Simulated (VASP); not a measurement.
# CoSn (P6/mmm) in VASP: single point with PBE

Aim: the single point of CoSn with PBE.

All numbers are computed with VASP 6.6.1; they aren't measurements. Logs are shortened: lines on timing, memory, paths and dates and some standing lists are left out, and cuts for length are marked.

### Step 1. The cell of the first run

Symmetry: P6/mmm, No. 191, hexagonal system. Conventional cell: a = 5.246 Å, b = 5.246 Å, c = 4.188 Å, α = 90.00°, β = 90.00°, γ = 120.00°. Co (site symmetry mmm) has 6 Sn at 2.58 to 2.62 Å and 4 Co at 2.62 Å within 3.4 Å. Within 3.4 Å of Sn (site symmetry -6m2) lie 6 Co at 2.58 Å and 3 Sn at 3.03 Å. Within 3.5 Å of Sn (site symmetry 6/mmm) lie 6 Co at 2.62 Å.

### Step 2. Single point, PBE

Input file INCAR:

```
SYSTEM = CoSn
PREC = Accurate
ENCUT = 520
EDIFF = 1E-7
ISMEAR = 1
SIGMA = 0.2
LREAL = .FALSE.
LASPH = .TRUE.
NELM = 60
ALGO = Fast
ISIF = 2
LWAVE = .FALSE.
LCHARG = .TRUE.
GGA = PE
LELF = .TRUE.
LVHAR = .TRUE.
NBANDS = 44
```

Input file KPOINTS:

```
Automatic mesh
0
G
  9 9 8
  0 0 0
```

Input file POSCAR:

```
CoSn
1.0
    5.2460399276      0.0000000000      0.0000000000
   -2.6230199638      4.5432038466      0.0000000000
    0.0000000000      0.0000000000      4.1875903000
Co Sn
3 3
Direct
    0.0000000000      0.5000000000      0.0000000000
    0.5000000000      0.5000000000      0.0000000000
    0.5000000000      0.0000000000      0.0000000000
    0.6666666667      0.3333333333      0.5000000000
    0.3333333333      0.6666666667      0.5000000000
    0.0000000000      0.0000000000      0.0000000000
```

Potentials or basis: VASP PAW PBE potentials, release 64 (Co, Sn_d).

On the command line:

```sh
> cat potpaw_PBE.64/Co/POTCAR potpaw_PBE.64/Sn_d/POTCAR > POTCAR
> mpirun -np 1 vasp_std > vasp.out
```

OUTCAR:

```text
SYSTEM = CoSn
   PREC = Accurate
   ENCUT = 520
   EDIFF = 1E-7
   ISMEAR = 1
   LREAL = .FALSE.
   LASPH = .TRUE.
   NELM = 60
   ISIF = 2
   GGA = PE

 ion  position               nearest neighbor table
   1  0.000  0.500  0.000-   4 2.58   5 2.58   4 2.58   5 2.58   2 2.62   2 2.62   6 2.62   6 2.62
                             3 2.62   3 2.62
   2  0.500  0.500  0.000-   4 2.58   5 2.58   4 2.58   5 2.58   1 2.62   1 2.62   6 2.62   3 2.62
                             3 2.62   6 2.62
   3  0.500  0.000  0.000-   4 2.58   5 2.58   4 2.58   5 2.58   6 2.62   6 2.62   1 2.62   2 2.62
                             2 2.62   1 2.62
   4  0.667  0.333  0.500-   1 2.58   1 2.58   3 2.58   3 2.58   2 2.58   2 2.58   5 3.03   5 3.03
                             5 3.03   6 3.68   6 3.68   6 3.68   6 3.68   6 3.68   6 3.68
   5  0.333  0.667  0.500-   1 2.58   1 2.58   3 2.58   3 2.58   2 2.58   2 2.58   4 3.03   4 3.03
                             4 3.03   6 3.68   6 3.68   6 3.68   6 3.68   6 3.68   6 3.68
   6  0.000  0.000  0.000-   3 2.62   3 2.62   1 2.62   1 2.62   2 2.62   2 2.62   5 3.68   4 3.68
                             5 3.68   4 3.68   4 3.68   5 3.68   5 3.68   4 3.68   5 3.68   5 3.68

  LATTYP: Found a hexagonal cell.
 ALAT       =     5.2460399276
 C/A-ratio  =     0.7982383584

  Lattice vectors:

 A1 = (   5.2460399276,   0.0000000000,   0.0000000000)
 A2 = (  -2.6230199638,   4.5432038466,   0.0000000000)
 A3 = (   0.0000000000,   0.0000000000,   4.1875903000)

Analysis of symmetry for initial positions (statically):
=====================================================================
 Subroutine PRICEL returns:
 Original cell was already a primitive cell.

 Routine SETGRP: Setting up the symmetry group for a
 hexagonal supercell.

 Subroutine GETGRP returns: Found 24 space group operations
 (whereof 24 operations were pure point group operations)
 out of a pool of 24 trial point group operations.

The static configuration has the point symmetry D_6h.

Analysis of symmetry for dynamics (positions and initial velocities):
=====================================================================
 Subroutine PRICEL returns:
 Original cell was already a primitive cell.

 Routine SETGRP: Setting up the symmetry group for a
 hexagonal supercell.

 Subroutine GETGRP returns: Found 24 space group operations
 (whereof 24 operations were pure point group operations)
 out of a pool of 24 trial point group operations.

The dynamic configuration has the point symmetry D_6h.

 Subroutine INISYM returns: Found 24 space group operations
 (whereof 24 operations are pure point group operations),
 and found     1 'primitive' translations

----------------------------------------------------------------------------------------

                                     Primitive cell

  volume of cell :      99.8063

  direct lattice vectors                    reciprocal lattice vectors
     5.246039928  0.000000000  0.000000000     0.190619975  0.110054494  0.000000000
    -2.623019964  4.543203847  0.000000000     0.000000000  0.220108988  0.000000000
     0.000000000  0.000000000  4.187590300     0.000000000  0.000000000  0.238800821

  length of vectors
     5.246039928  5.246039928  4.187590300     0.220108988  0.220108988  0.238800821

  position of ions in fractional coordinates (direct lattice)
     0.000000000  0.500000000  0.000000000
     0.500000000  0.500000000  0.000000000
     0.500000000  0.000000000  0.000000000
     0.666666667  0.333333333  0.500000000
     0.333333333  0.666666667  0.500000000
     0.000000000  0.000000000  0.000000000

  ion indices of the primitive-cell ions
   primitive index   ion index
                 1           1
                 2           2
                 3           3
                 4           4
                 5           5
                 6           6

----------------------------------------------------------------------------------------

 KPOINTS: Automatic mesh

Automatic generation of k-mesh.
 Grid dimensions read from file:
 generate k-points for:    9    9    8

 Generating k-lattice:

  Cartesian coordinates                     Fractional coordinates (reciprocal lattice)
     0.021179997  0.012228277  0.000000000     0.111111111  0.000000000  0.000000000
     0.000000000  0.024456554  0.000000000     0.000000000  0.111111111  0.000000000
     0.000000000  0.000000000  0.029850103     0.000000000  0.000000000  0.125000000

  Length of vectors
     0.024456554  0.024456554  0.029850103

  Shift w.r.t. Gamma in fractional coordinates (k-lattice)
     0.000000000  0.000000000  0.000000000

 Subroutine IBZKPT returns following result:
 ===========================================

 Found     60 irreducible k-points:

 Following reciprocal coordinates:
            Coordinates               Weight
  0.000000  0.000000  0.000000      1.000000
  0.111111 -0.000000  0.000000      6.000000
  0.222222  0.000000  0.000000      6.000000
  0.333333  0.000000  0.000000      6.000000
  0.444444  0.000000  0.000000      6.000000
  0.111111  0.111111  0.000000      6.000000
[... 16 lines left out ...]
  0.333333  0.222222  0.125000     24.000000
  0.333333  0.333333  0.125000      4.000000
 [... further k-points ...]
   k-points           NKPTS =     60   k-points in BZ     NKDIM =     60   number of bands    NBANDS=     44
   number of dos      NEDOS =    301   number of ions     NIONS =      6
   total plane-waves  NPLWV =  51200
   dimension x,y,z NGX =    40 NGY =   40 NGZ =   32
   dimension x,y,z NGXF=    80 NGYF=   80 NGZF=   64
   ions per type =               3   3
   NGX,Y,Z   is equivalent  to a cutoff of  12.68, 12.68, 12.70 a.u.
   NGXF,Y,Z  is equivalent  to a cutoff of  25.35, 25.35, 25.41 a.u.
 SYSTEM =  CoSn
   PREC   = accura    normal or accurate (medium, high low for compatibility)
   ISTART =      0    job   : 0-new  1-cont  2-samecut
   ICHARG =      2    charge: 1-file 2-atom 10-const
   ISPIN  =      1    spin polarized calculation?
   LNONCOLLINEAR =      F non collinear calculations
   LSORBIT =      F    spin-orbit coupling
   LASPH  =      T    aspherical Exc in radial PAW
   ENCUT  =  520.0 eV  38.22 Ry    6.18 a.u.   9.75  9.75  7.79*2*pi/ulx,y,z
   NELM   =     60;   NELMIN=  2; NELMDL= -5     # of ELM steps
   EDIFF  = 0.1E-06   stopping-criterion for ELM
   LREAL  =      F    real-space projection
   EDIFFG = 0.1E-05   stopping-criterion for IOM
   NSW    =      0    number of steps for IOM
   IBRION =     -1    ionic relax: 0-MD 1-quasi-New 2-CG
   NFREE  =      0    steps in history (QN), initial steepest desc. (CG)
   ISIF   =      2    stress and relaxation
   ISYM   =      2    0-nonsym 1-usesym 2-fastsym
   POTIM  = 0.5000    time-step for ionic-motion
   TEBEG  =    0.0;   TEEND  =   0.0 temperature during run
   PSTRESS=    0.0 pullay stress
   NELECT =      69.0000    total number of electrons
   NUPDOWN=      -1.0000    fix difference up-down
   EMIN   =  10.00;   EMAX   =-10.00  energy-range for DOS
   EFERMI =   0.00;   METHOD = LEGACY
   ISMEAR =     1;   SIGMA  =   0.20  broadening in eV -4-tet -1-fermi 0-gaus
   EFERMI_NEDOS =   21; number of points for ismear=-14 and -15
   IALGO  =     68    algorithm
   IMIX   =      4    mixing-type and parameters
     AMIX     =   0.40;   BMIX     =  1.00
     AMIX_MAG =   1.60;   BMIX_MAG =  1.00
  volume/ion in A,a.u.               =      16.63       112.25
  Fermi-wavevector in a.u.,A,eV,Ry     =   1.447567  2.735504 28.510312  2.095449
  Thomas-Fermi vector in A             =   2.565507
   LORBIT       =      0    0 simple, 1 ext, 2 COOP (PROOUT), +10 PAW based schemes
   GGA     = PE    functional components
   LHFCALC =     F    Hartree Fock is set to
   AEXX    =    0.0000 exact exchange contribution
   IVDW    =     0    specifies the selected vdW correction
   LEPSILON=     F    determine dielectric tensor
   LRPA    =     F    only Hartree local field effects (RPA)
 non-spin polarized calculation
 RMM-DIIS sequential band-by-band and
 Methfessel and Paxton  Order N= 1 SIGMA  =   0.20
  energy-cutoff  :      520.00
  volume of cell :       99.81
 maximum number of plane-waves:      2709
 NGX is ok and might be reduce to    40
   NGX = 19   NGY = 19   NGZ = 15

 number of electron      69.0000006 magnetization

 Free energy of the ion-electron system (eV)
  ---------------------------------------------------
  ext. energy  EPLUGINS =         0.00000000
  ---------------------------------------------------
  free energy    TOTEN  =       -33.20784904 eV

  energy without entropy =      -33.23409949  energy(sigma->0) =      -33.21659919

 E-fermi :  10.1352     XC(G=0): -11.8586

 val. band max:       10.1247537316   @ k =   0.1111  -0.0000   0.5000
 cond. band min:      10.1385088230   @ k =   0.3333   0.0000   0.1250
 fundamental gap:      0.0137550914
 Fermi energy:        10.1352046636

 k-point     1 :       0.0000    0.0000    0.0000
  band No.  band energies     occupation
      1     -11.3641      2.00000
      2     -11.2487      2.00000
      3     -11.2487      2.00000
      4     -11.2333      2.00000
      5     -11.2333      2.00000
      6     -11.1391      2.00000
[... 36 lines left out ...]
     43      16.2469      0.00000
     44      16.8223      0.00000

 k-point     2 :       0.1111   -0.0000    0.0000
  band No.  band energies     occupation
      1     -11.3631      2.00000
      2     -11.2500      2.00000
      3     -11.2488      2.00000
      4     -11.2441      2.00000
      5     -11.2395      2.00000
      6     -11.1504      2.00000
[... 36 lines left out ...]
     43      15.8001      0.00000
     44      16.0448      0.00000

 k-point     3 :       0.2222    0.0000    0.0000
  band No.  band energies     occupation
      1     -11.3604      2.00000
      2     -11.2659      2.00000
      3     -11.2554      2.00000
      4     -11.2532      2.00000
      5     -11.2481      2.00000
      6     -11.1598      2.00000
[... 976 lines left out ...]
     43      15.9295      0.00000
     44      16.4971      0.00000

 k-point    24 :       0.3333    0.3333    0.1250
  band No.  band energies     occupation
      1     -11.3550      2.00000
      2     -11.3285      2.00000
      3     -11.2480      2.00000
      4     -11.2480      2.00000
      5     -11.2151      2.00000
      6     -11.2151      2.00000
[... 36 lines left out ...]
     43      16.8081      0.00000
     44      16.9665      0.00000

 [... further k-points ...]
[... 5 lines left out ...]
  --------------------------------------------------------------------------------------
  -------------------------------------------------------------------------------------
  Total        2.4479413      2.4479413      2.3257992      0.0000000      0.0000000      0.0000000
  in kB       39.2964736     39.2964736     37.3357435      0.0000000      0.0000000      0.0000000
  external PRESSURE =      38.6428969 kB  Pullay stress =       0.0000000 kB

 VOLUME and BASIS-vectors are now :
 -----------------------------------------------------------------------------
  energy-cutoff  :      520.00
  volume of cell :       99.81
      direct lattice vectors                 reciprocal lattice vectors
     5.246039928  0.000000000  0.000000000     0.190619975  0.110054494  0.000000000
    -2.623019964  4.543203847  0.000000000     0.000000000  0.220108988  0.000000000
     0.000000000  0.000000000  4.187590300     0.000000000  0.000000000  0.238800821

 POSITION                                       TOTAL-FORCE (eV/Angst)
 -----------------------------------------------------------------------------------
     -1.31151      2.27160      0.00000        -0.000000      0.000000      0.000000
      1.31151      2.27160      0.00000        -0.000000      0.000000      0.000000
      2.62302      0.00000      0.00000        -0.000000      0.000000      0.000000
      2.62302      1.51440      2.09380         0.000000      0.000000      0.000000
     -0.00000      3.02880      2.09380        -0.000000      0.000000      0.000000
      0.00000      0.00000      0.00000        -0.000000      0.000000      0.000000
 -----------------------------------------------------------------------------------
    total drift:                               -0.000000      0.000000     -0.000000

  FREE ENERGIE OF THE ION-ELECTRON SYSTEM (eV)
  ---------------------------------------------------
  free  energy   TOTEN  =       -33.2078490382 eV

  energy  without entropy=      -33.2340994891  energy(sigma->0) =      -33.21659919
```

Wall time 5 min (1 thread of Intel Xeon Platinum 8488C (Sapphire Rapids), shared host); peak memory 0.36 GiB.

What came out:

| Item | Value |
| --- | --- |
| Free energy | -33.2078 eV |
| Pressure | 3.9 GPa |
| Band gap on the k mesh | zero (an odd number of electrons rules out a gap without spin polarisation) |

Stress tensor (GPa, compression positive):
```
3.93 0.00 0.00
0.00 3.93 0.00
0.00 0.00 3.73
```

Levels at points of the mesh, in eV from the Fermi level:
```csv
k point,band 31,band 32,band 33,band 34,band 35,band 36,band 37,band 38
"(0.00, 0.00, 0.00)",-0.41,-0.41,-0.38,-0.38,0.57,0.68,1.43,1.43
"(0.00, 0.00, 0.50)",-0.92,-0.49,-0.47,-0.47,-0.36,-0.36,-0.13,0.57
```

Caveat: the cell stands under pressure; spin-orbit coupling is left out, which moves the levels of the heavy elements; the run has no spin polarisation, though such a crystal can be magnetic.
